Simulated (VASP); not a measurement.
**Mg: single point with LDA**

The system is Mg.

```
CELL_PARAMETERS angstrom
0.00000 3.43345 3.43345
3.43345 0.00000 3.43345
3.43345 3.43345 0.00000
ATOMIC_POSITIONS crystal
Mg 0.12500 0.12500 0.12500
Mg 0.87500 0.87500 0.87500
```

This cell differs from its parent crystal: volume scaled by 1.08.

```yaml
Program: VASP 6.6.1
Task: single point
Functional: LDA
Potentials_or_basis: VASP PAW LDA potentials, release 64 (Mg)
Cutoff: 520 eV
k_mesh: 9 × 9 × 9
Occupations: fermi-dirac, width 0.1 eV
Spin: no spin polarisation
Dipole_correction: no
Further_INCAR_settings: ALGO = Normal; EDIFF = 1e-07; NBANDS = 9
```

```
Pressure               : -0.9 GPa
Band gap on the k mesh : zero (band 2 reaches 3.11 eV, above the bottom of band 3 at -0.48 eV)
```

Levels at points of the mesh, in eV from the Fermi level:
| k point | band 1 | band 2 | band 3 | band 4 | band 5 | band 6 |
| --- | --- | --- | --- | --- | --- | --- |
| (0.00, 0.00, 0.00) | -4.93 | 3.16 | 3.16 | 3.16 | 4.24 | 4.24 |

Run time: 14 s on 1 thread of Intel(R) Xeon(R) Platinum 8375C CPU @ 2.90GHz (Ice Lake), with other jobs on the host, peak memory 0.17 GiB.
